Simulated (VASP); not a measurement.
# Cu in VASP: further runs, part 2 of 2

VASP 6.6.1.

### 5 Single point, LDA

File INCAR:

```
SYSTEM = Cu
PREC = Accurate ; ENCUT = 520
EDIFF = 1E-6 ; ISMEAR = 1
SIGMA = 0.05 ; LREAL = .FALSE.
LASPH = .TRUE. ; NELM = 100
ALGO = Normal ; ISIF = 2
LWAVE = .FALSE. ; LCHARG = .FALSE.
GGA = CA ; NBANDS = 42
```

File KPOINTS:

```
regular mesh
0
G
  12 12 1
  0 0 0
```

File POSCAR:

```
Cu
1.0
    2.5036580000      0.0000000000      0.0000000000
   -1.2518290000      2.1682320000      0.0000000000
    0.0000000000      0.0000000000     24.5755890000
Cu
6
Direct
    0.0000000000      0.0000000000      0.3737640000
    0.6666666667      0.3333333333      0.2896140000
    0.3333333333      0.6666666667      0.4579910000
    0.0000000000      0.0000000000      0.6262360000
    0.6666666667      0.3333333333      0.5420090000
    0.3333333333      0.6666666667      0.7103860000
```

Potentials or basis: VASP PAW LDA potentials, release 64 (Cu).

The run is started by

```
$ cat potpaw_LDA.64/Cu/POTCAR > POTCAR
$ mpirun -np 1 vasp_std > vasp.out
```

OUTCAR:

```text
SYSTEM = Cu
   PREC = Accurate
   ENCUT = 520
   EDIFF = 1E-6
   ISMEAR = 1
   LREAL = .FALSE.
   LASPH = .TRUE.
   NELM = 100
   ISIF = 2
   GGA = CA

 ion  position               nearest neighbor table
   1  0.000  0.000  0.374-   2 2.52   2 2.52   2 2.52   3 2.52   3 2.52   3 2.52
   2  0.667  0.333  0.290-   1 2.52   1 2.52   1 2.52
   3  0.333  0.667  0.458-   5 2.52   5 2.52   5 2.52   1 2.52   1 2.52   1 2.52
   4  0.000  0.000  0.626-   6 2.52   6 2.52   6 2.52   5 2.52   5 2.52   5 2.52
   5  0.667  0.333  0.542-   3 2.52   3 2.52   3 2.52   4 2.52   4 2.52   4 2.52
   6  0.333  0.667  0.710-   4 2.52   4 2.52   4 2.52

  LATTYP: Found a hexagonal cell.
 ALAT       =     2.5036580000
 C/A-ratio  =     9.8158730146

  Lattice vectors:

 A1 = (   2.5036580000,   0.0000000000,   0.0000000000)
 A2 = (  -1.2518290000,   2.1682320000,   0.0000000000)
 A3 = (   0.0000000000,   0.0000000000,  24.5755890000)

Analysis of symmetry for initial positions (statically):
=====================================================================
 Subroutine PRICEL returns:
 Original cell was already a primitive cell.

 Routine SETGRP: Setting up the symmetry group for a
 hexagonal supercell.

 Subroutine GETGRP returns: Found 12 space group operations
 (whereof 12 operations were pure point group operations)
 out of a pool of 24 trial point group operations.

The static configuration has the point symmetry D_3d.

Analysis of symmetry for dynamics (positions and initial velocities):
=====================================================================
 Subroutine PRICEL returns:
 Original cell was already a primitive cell.

 Routine SETGRP: Setting up the symmetry group for a
 hexagonal supercell.

 Subroutine GETGRP returns: Found 12 space group operations
[... 122 lines left out ...]
   IALGO  =     38    algorithm
   IMIX   =      4    mixing-type and parameters
     AMIX     =   0.40;   BMIX     =  1.00
     AMIX_MAG =   1.60;   BMIX_MAG =  1.00
  volume/ion in A,a.u.               =      22.23       150.05
  Fermi-wavevector in a.u.,A,eV,Ry     =   1.294776  2.446772 22.809411  1.676444
  Thomas-Fermi vector in A             =   2.426337
   LORBIT       =      0    0 simple, 1 ext, 2 COOP (PROOUT), +10 PAW based schemes
   GGA     = CA    functional components
   LHFCALC =     F    Hartree Fock is set to
   AEXX    =    0.0000 exact exchange contribution
   IVDW    =     0    specifies the selected vdW correction
   LEPSILON=     F    determine dielectric tensor
   LRPA    =     F    only Hartree local field effects (RPA)
 non-spin polarized calculation
 Methfessel and Paxton  Order N= 1 SIGMA  =   0.05
  energy-cutoff  :      520.00
  volume of cell :      133.41
 maximum number of plane-waves:      3631
 NGX is ok and might be reduce to    20
   NGX =  9   NGY =  9   NGZ = 91

 number of electron      66.0000022 magnetization

 Free energy of the ion-electron system (eV)
  ---------------------------------------------------
  ext. energy  EPLUGINS =         0.00000000
  ---------------------------------------------------
  free energy    TOTEN  =       -26.96606397 eV

  energy without entropy =      -26.96395877  energy(sigma->0) =      -26.96536224

 E-fermi :   1.6317     XC(G=0):  -7.5581

 val. band max:        1.6225100755   @ k =   0.2500   0.2500   0.0000
 cond. band min:       1.6336211108   @ k =   0.0833  -0.0000   0.0000
 fundamental gap:      0.0111110353
 Fermi energy:         1.6317047757

 k-point     1 :       0.0000    0.0000    0.0000
  band No.  band energies     occupation
      1      -7.9587      2.00000
      2      -7.3162      2.00000
      3      -6.3092      2.00000
      4      -5.1273      2.00000
      5      -4.2178      2.00000
      6      -3.9081      2.00000
[... 844 lines left out ...]
     41       8.1059      0.00000
     42       8.1059      0.00000

------------------------ aborting loop because EDIFF is reached ----------------------------------------

  FORCE on cell =-STRESS in cart. coord.  units (eV):
  Direction    XX          YY          ZZ          XY          YZ          ZX
  --------------------------------------------------------------------------------------
  -------------------------------------------------------------------------------------
  Total       -2.7533277     -2.7533292     -3.0360030      0.0000000      0.0000000      0.0000000
  in kB      -33.0661632    -33.0661806    -36.4609595      0.0000000      0.0000000      0.0000000
  external PRESSURE =     -34.1977678 kB  Pullay stress =       0.0000000 kB

 VOLUME and BASIS-vectors are now :
 -----------------------------------------------------------------------------
  energy-cutoff  :      520.00
  volume of cell :      133.41
      direct lattice vectors                 reciprocal lattice vectors
     2.503658000  0.000000000  0.000000000     0.399415575  0.230602629  0.000000000
    -1.251829000  2.168232000  0.000000000     0.000000000  0.461205258  0.000000000
     0.000000000  0.000000000 24.575589000     0.000000000  0.000000000  0.040690785

 POSITION                                       TOTAL-FORCE (eV/Angst)
 -----------------------------------------------------------------------------------
      0.00000      0.00000      9.18547        -0.000000     -0.000000     -0.021142
      1.25183      0.72274      7.11743        -0.000000     -0.000000      0.307626
     -0.00000      1.44549     11.25540        -0.000000     -0.000000     -0.014359
      0.00000      0.00000     15.39012        -0.000000     -0.000000      0.021142
      1.25183      0.72274     13.32019        -0.000000     -0.000000      0.014359
     -0.00000      1.44549     17.45815         0.000000      0.000000     -0.307626
 -----------------------------------------------------------------------------------
    total drift:                               -0.000000      0.000000      0.000000

  FREE ENERGIE OF THE ION-ELECTRON SYSTEM (eV)
  ---------------------------------------------------
  free  energy   TOTEN  =       -26.9660639696 eV

  energy  without entropy=      -26.9639587694  energy(sigma->0) =      -26.96536224
```

OSZICAR:

```text
N       E                     dE             d eps       ncg     rms          rms(c)
DAV:   1     0.593788725609E+03    0.59379E+03   -0.29400E+04  1596   0.235E+03
DAV:   2     0.418422630066E+02   -0.55195E+03   -0.53286E+03  1596   0.434E+02
DAV:   3    -0.300321064847E+02   -0.71874E+02   -0.66193E+02  1648   0.210E+02
[... 15 lines left out ...]
DAV:  19    -0.269660248013E+02   -0.93273E-05   -0.88692E-07  1142   0.221E-02    0.342E-03
DAV:  20    -0.269660484866E+02   -0.23685E-04   -0.17796E-06  1116   0.307E-02    0.218E-03
DAV:  21    -0.269660583486E+02   -0.98620E-05   -0.10508E-06  1072   0.268E-02    0.148E-03
DAV:  22    -0.269660630116E+02   -0.46631E-05   -0.72148E-07  1044   0.149E-02    0.173E-03
DAV:  23    -0.269660639696E+02   -0.95798E-06   -0.21346E-07  1028   0.736E-03
   1 F= -.26966064E+02 E0= -.26965362E+02  d E =-.210520E-02
```

Run time: 2.5 min. Hardware: 1 thread of Intel Xeon Platinum 8488C (Sapphire Rapids), shared host; peak memory 0.24 GiB.

What came out:

- Free energy: -26.9661 eV
- Largest force: 0.308 eV/Å
- Band gap on the k mesh: zero (band 33 reaches 5.14 eV, above the bottom of band 34 at -0.15 eV)

Forces on the atoms (eV/Å):
```
Cu   0.000  0.000 -0.021
Cu   0.000  0.000  0.308
Cu   0.000  0.000 -0.014
Cu   0.000  0.000  0.021
Cu   0.000  0.000  0.014
Cu   0.000  0.000 -0.308
```

### 6 The runs side by side

| smearing | gap on the mesh (eV) | largest force (eV/Å) |
| --- | --- | --- |
| methfessel-paxton 0.3 eV | none | 0.29 |
| methfessel-paxton 0.2 eV | none | 0.29 |
| methfessel-paxton 0.1 eV | none | 0.30 |
| methfessel-paxton 0.05 eV | none | 0.31 |

Alike in all rows: task single point; level LDA; potentials or basis VASP PAW LDA potentials, release 64 (Cu); no spin polarisation; cell as given; k mesh 12 × 12 × 1; cutoff (eV) 520.

Every run on the cell as given and a fine mesh finds a metal.

Absolute energies hang on the potentials; compare differences alone.
